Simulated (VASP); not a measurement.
# Tl (Im-3m) in VASP: a series of runs, part 2 of 2

VASP 6.6.1.

## Step 3: Single point, LDA (volume scaled by 0.8)

INCAR

```
SYSTEM = Tl
PREC     = Accurate       ! precision mode
ENCUT    = 520            ! plane-wave cutoff, eV
EDIFF    = 1E-7           ! SCF threshold, eV
ISMEAR   = -1             ! smearing method
SIGMA    = 0.1            ! smearing width, eV
LREAL    = .FALSE.        ! projectors in reciprocal space
LASPH    = .TRUE.         ! aspherical terms in the spheres
NELM     = 60             ! most SCF steps
ALGO     = Normal         ! electronic algorithm
ISIF     = 2              ! what is computed and relaxed
LWAVE    = .FALSE.        ! write WAVECAR
LCHARG   = .FALSE.        ! write CHGCAR
GGA      = CA             ! functional
NBANDS   = 12             ! bands
```

KPOINTS

```
Automatic mesh
0
G
  14 14 14
  0 0 0
```

POSCAR

```
Tl
1.0
   -1.7601962591      1.7601962591      1.7601962591
    1.7601962591     -1.7601962591      1.7601962591
    1.7601962591      1.7601962591     -1.7601962591
Tl
1
Direct
    0.0000000000      0.0000000000      0.0000000000
```

Potentials or basis: VASP PAW LDA potentials, release 64 (Tl_d).

Launch:

```console
cat potpaw_LDA.64/Tl_d/POTCAR > POTCAR
mpirun -np 1 vasp_std > vasp.out
```

OUTCAR:

```text
SYSTEM = Tl
   PREC = Accurate
   ENCUT = 520
   EDIFF = 1E-7
   ISMEAR = -1
   LREAL = .FALSE.
   LASPH = .TRUE.
   NELM = 60
   ISIF = 2
   GGA = CA

 ion  position               nearest neighbor table
   1  0.000  0.000  0.000-

  LATTYP: Found a body centered cubic cell.
 ALAT       =     3.5203925182

  Lattice vectors:

 A1 = (  -1.7601962591,   1.7601962591,   1.7601962591)
 A2 = (   1.7601962591,  -1.7601962591,   1.7601962591)
 A3 = (   1.7601962591,   1.7601962591,  -1.7601962591)

Analysis of symmetry for initial positions (statically):
=====================================================================
 Subroutine PRICEL returns:
 Original cell was already a primitive cell.

 Routine SETGRP: Setting up the symmetry group for a
 body centered cubic supercell.

 Subroutine GETGRP returns: Found 48 space group operations
 (whereof 48 operations were pure point group operations)
 out of a pool of 48 trial point group operations.

The static configuration has the point symmetry O_h .

Analysis of symmetry for dynamics (positions and initial velocities):
=====================================================================
 Subroutine PRICEL returns:
 Original cell was already a primitive cell.

 Routine SETGRP: Setting up the symmetry group for a
 body centered cubic supercell.

 Subroutine GETGRP returns: Found 48 space group operations
 (whereof 48 operations were pure point group operations)
 out of a pool of 48 trial point group operations.

The dynamic configuration has the point symmetry O_h .

 Subroutine INISYM returns: Found 48 space group operations
 (whereof 48 operations are pure point group operations),
 and found     1 'primitive' translations

----------------------------------------------------------------------------------------

                                     Primitive cell

  volume of cell :      21.8144

  direct lattice vectors                    reciprocal lattice vectors
    -1.760196259  1.760196259  1.760196259     0.000000000  0.284059233  0.284059233
     1.760196259 -1.760196259  1.760196259     0.284059233  0.000000000  0.284059233
     1.760196259  1.760196259 -1.760196259     0.284059233  0.284059233  0.000000000

  length of vectors
     3.048749352  3.048749352  3.048749352     0.401720420  0.401720420  0.401720420

  position of ions in fractional coordinates (direct lattice)
     0.000000000  0.000000000  0.000000000

  ion indices of the primitive-cell ions
   primitive index   ion index
                 1           1

----------------------------------------------------------------------------------------

 KPOINTS: Automatic mesh

Automatic generation of k-mesh.
 Grid dimensions read from file:
 generate k-points for:   14   14   14

 Generating k-lattice:

  Cartesian coordinates                     Fractional coordinates (reciprocal lattice)
     0.000000000  0.020289945  0.020289945     0.071428571  0.000000000  0.000000000
     0.020289945  0.000000000  0.020289945     0.000000000  0.071428571  0.000000000
     0.020289945  0.020289945  0.000000000     0.000000000  0.000000000  0.071428571

  Length of vectors
     0.028694316  0.028694316  0.028694316

  Shift w.r.t. Gamma in fractional coordinates (k-lattice)
     0.000000000  0.000000000  0.000000000

 Subroutine IBZKPT returns following result:
 ===========================================

 Found    104 irreducible k-points:

 Following reciprocal coordinates:
            Coordinates               Weight
  0.000000  0.000000  0.000000      1.000000
  0.071429  0.000000  0.000000     12.000000
  0.142857  0.000000  0.000000     12.000000
  0.214286  0.000000  0.000000     12.000000
  0.285714  0.000000  0.000000     12.000000
  0.357143  0.000000  0.000000     12.000000
[... 16 lines left out ...]
  0.285714  0.285714  0.000000     24.000000
  0.357143  0.285714  0.000000     24.000000
 [... further k-points ...]
   k-points           NKPTS =    104   k-points in BZ     NKDIM =    104   number of bands    NBANDS=     12
   number of dos      NEDOS =    301   number of ions     NIONS =      1
   total plane-waves  NPLWV =  13824
   dimension x,y,z NGX =    24 NGY =   24 NGZ =   24
   dimension x,y,z NGXF=    48 NGYF=   48 NGZF=   48
   ions per type =               1
   NGX,Y,Z   is equivalent  to a cutoff of  13.09, 13.09, 13.09 a.u.
   NGXF,Y,Z  is equivalent  to a cutoff of  26.17, 26.17, 26.17 a.u.
 SYSTEM =  Tl
   PREC   = accura    normal or accurate (medium, high low for compatibility)
   ISTART =      0    job   : 0-new  1-cont  2-samecut
   ICHARG =      2    charge: 1-file 2-atom 10-const
   ISPIN  =      1    spin polarized calculation?
   LNONCOLLINEAR =      F non collinear calculations
   LSORBIT =      F    spin-orbit coupling
   LASPH  =      T    aspherical Exc in radial PAW
   ENCUT  =  520.0 eV  38.22 Ry    6.18 a.u.   5.67  5.67  5.67*2*pi/ulx,y,z
   NELM   =     60;   NELMIN=  2; NELMDL= -5     # of ELM steps
   EDIFF  = 0.1E-06   stopping-criterion for ELM
   LREAL  =      F    real-space projection
   EDIFFG = 0.1E-05   stopping-criterion for IOM
   NSW    =      0    number of steps for IOM
   IBRION =     -1    ionic relax: 0-MD 1-quasi-New 2-CG
   NFREE  =      0    steps in history (QN), initial steepest desc. (CG)
   ISIF   =      2    stress and relaxation
   ISYM   =      2    0-nonsym 1-usesym 2-fastsym
   POTIM  = 0.5000    time-step for ionic-motion
   TEBEG  =    0.0;   TEEND  =   0.0 temperature during run
   PSTRESS=    0.0 pullay stress
   NELECT =      13.0000    total number of electrons
   NUPDOWN=      -1.0000    fix difference up-down
   EMIN   =  10.00;   EMAX   =-10.00  energy-range for DOS
   EFERMI =   0.00;   METHOD = LEGACY
   ISMEAR =    -1;   SIGMA  =   0.10  broadening in eV -4-tet -1-fermi 0-gaus
   EFERMI_NEDOS =   21; number of points for ismear=-14 and -15
   IALGO  =     38    algorithm
   IMIX   =      4    mixing-type and parameters
     AMIX     =   0.40;   BMIX     =  1.00
     AMIX_MAG =   1.60;   BMIX_MAG =  1.00
  volume/ion in A,a.u.               =      21.81       147.21
  Fermi-wavevector in a.u.,A,eV,Ry     =   1.377658  2.603397 25.823075  1.897942
  Thomas-Fermi vector in A             =   2.502791
   LORBIT       =      0    0 simple, 1 ext, 2 COOP (PROOUT), +10 PAW based schemes
   GGA     = CA    functional components
   LHFCALC =     F    Hartree Fock is set to
   AEXX    =    0.0000 exact exchange contribution
   IVDW    =     0    specifies the selected vdW correction
   LEPSILON=     F    determine dielectric tensor
   LRPA    =     F    only Hartree local field effects (RPA)
 non-spin polarized calculation
  energy-cutoff  :      520.00
  volume of cell :       21.81
 maximum number of plane-waves:       603
   NGX = 11   NGY = 11   NGZ = 11

 number of electron      13.0000005 magnetization

 Free energy of the ion-electron system (eV)
  ---------------------------------------------------
  ext. energy  EPLUGINS =         0.00000000
  ---------------------------------------------------
  free energy    TOTEN  =        -2.69425199 eV

  energy without entropy =       -2.68321549  energy(sigma->0) =       -2.68873374

 E-fermi :   9.6759     XC(G=0): -11.9125

 val. band max:        9.6175719601   @ k =  -0.3571   0.5000   0.2143
 cond. band min:       9.7272754796   @ k =  -0.3571   0.4286   0.1429
 fundamental gap:      0.1097035196
 Fermi energy:         9.6758616224

 k-point     1 :       0.0000    0.0000    0.0000
  band No.  band energies     occupation
      1      -2.6014      2.00000
      2      -2.6014      2.00000
      3      -2.6014      2.00000
      4      -2.5975      2.00000
      5      -1.7906      2.00000
      6      -1.7906      2.00000
      7      22.4502      0.00000
      8      22.4502      0.00000
      9      22.4502      0.00000
     10      23.7058      0.00000
     11      23.7058      0.00000
     12      23.7058      0.00000

 k-point     2 :       0.0714    0.0000    0.0000
  band No.  band energies     occupation
      1      -2.6207      2.00000
      2      -2.6090      2.00000
      3      -2.5418      2.00000
      4      -2.4338      2.00000
      5      -1.8107      2.00000
      6      -1.7902      2.00000
      7      21.6002      0.00000
      8      22.2842      0.00000
      9      22.4941      0.00000
     10      22.8246      0.00000
     11      23.1014      0.00000
     12      23.3572      0.00000
[... 316 lines left out ...]
 k-point    24 :       0.3571    0.2857    0.0000
  band No.  band energies     occupation
      1      -2.9419      2.00000
      2      -2.4170      2.00000
      3      -2.1774      2.00000
      4      -1.7742      2.00000
      5      -1.6557      2.00000
      6       5.6341      2.00000
      7       8.1507      2.00000
      8       9.9585      0.11182
      9      17.1832      0.00000
     10      24.4150      0.00000
     11      25.2973      0.00000
     12      27.4280      0.00000

 [... further k-points ...]
[... 5 lines left out ...]
  --------------------------------------------------------------------------------------
  -------------------------------------------------------------------------------------
  Total        2.4369135      2.4369135      2.4369135      0.0000000     -0.0000000     -0.0000000
  in kB      178.9812019    178.9812019    178.9812019      0.0000000     -0.0000000     -0.0000000
  external PRESSURE =     178.9812019 kB  Pullay stress =       0.0000000 kB

 VOLUME and BASIS-vectors are now :
 -----------------------------------------------------------------------------
  energy-cutoff  :      520.00
  volume of cell :       21.81
      direct lattice vectors                 reciprocal lattice vectors
    -1.760196259  1.760196259  1.760196259     0.000000000  0.284059233  0.284059233
     1.760196259 -1.760196259  1.760196259     0.284059233  0.000000000  0.284059233
     1.760196259  1.760196259 -1.760196259     0.284059233  0.284059233  0.000000000

 POSITION                                       TOTAL-FORCE (eV/Angst)
 -----------------------------------------------------------------------------------
      0.00000      0.00000      0.00000         0.000000      0.000000     -0.000000
 -----------------------------------------------------------------------------------
    total drift:                                0.000000      0.000000      0.000000

  FREE ENERGIE OF THE ION-ELECTRON SYSTEM (eV)
  ---------------------------------------------------
  free  energy   TOTEN  =        -2.6942519911 eV

  energy  without entropy=       -2.6832154946  energy(sigma->0) =       -2.68873374
```

It took 11 s on 1 thread of Intel Xeon Platinum 8488C (Sapphire Rapids), shared host; peak memory 0.14 GiB.

What came out:

```yaml
Free_energy: -2.6943 eV
Pressure: 17.9 GPa
```

Levels at points of the mesh, in eV from the Fermi level:
| k point | band 3 | band 4 | band 5 | band 6 | band 7 | band 8 | band 9 | band 10 |
| --- | --- | --- | --- | --- | --- | --- | --- | --- |
| (0.00, 0.00, 0.00) | -12.28 | -12.27 | -11.47 | -11.47 | 12.77 | 12.77 | 12.77 | 14.03 |
| (0.50, 0.00, 0.00) | -11.52 | -11.44 | -10.91 | -4.76 | -4.04 | 7.00 | 7.84 | 12.64 |
| (0.50, 0.50, 0.50) | -11.05 | -11.05 | -11.05 | 0.21 | 1.28 | 1.28 | 1.28 | 7.70 |

Caveat: spin-orbit coupling is left out, which moves the levels of the heavy elements.

## Step 4: Single point, LDA (volume scaled by 0.9)

INCAR

```
SYSTEM = Tl
  PREC = Accurate
  ENCUT = 520
  EDIFF = 1E-6
  ISMEAR = -1
  SIGMA = 0.1
  LREAL = .False.
  LASPH = .True.
  NELM = 80
  ALGO = Normal
  ISIF = 2
  LWAVE = .False.
  LCHARG = .False.
  NBANDS = 12
```

KPOINTS

```
regular mesh
0
Gamma
  14 14 14
  0 0 0
```

POSCAR

```
Tl
1.0
   -1.8306778819      1.8306778819      1.8306778819
    1.8306778819     -1.8306778819      1.8306778819
    1.8306778819      1.8306778819     -1.8306778819
Tl
1
Direct
    0.0000000000      0.0000000000      0.0000000000
```

Launch:

```console
cat potpaw_LDA.64/Tl_d/POTCAR > POTCAR
mpirun -np 1 vasp_std > vasp.out
```

Wall time 11 s (1 thread of Intel Xeon Platinum 8488C (Sapphire Rapids), shared host); peak memory 0.14 GiB.

Results (log left out):

```yaml
Free_energy: -2.8902 eV
Pressure: 6.2 GPa
```

Levels at points of the mesh, in eV from the Fermi level:
| k point | band 2 | band 3 | band 4 | band 5 | band 6 | band 7 | band 8 | band 9 | band 10 | band 11 |
| --- | --- | --- | --- | --- | --- | --- | --- | --- | --- | --- |
| (0.00, 0.00, 0.00) | -11.92 | -11.92 | -11.30 | -11.30 | -11.21 | 12.53 | 12.53 | 12.53 | 12.66 | 12.66 |
| (0.50, 0.00, 0.00) | -12.20 | -11.34 | -11.29 | -10.88 | -4.89 | -3.42 | 6.46 | 7.60 | 11.52 | 12.48 |
| (0.50, 0.50, 0.50) | -12.28 | -10.98 | -10.98 | -10.98 | -0.63 | 1.36 | 1.36 | 1.36 | 7.18 | 7.18 |

Caveat: spin-orbit coupling is left out, which moves the levels of the heavy elements.
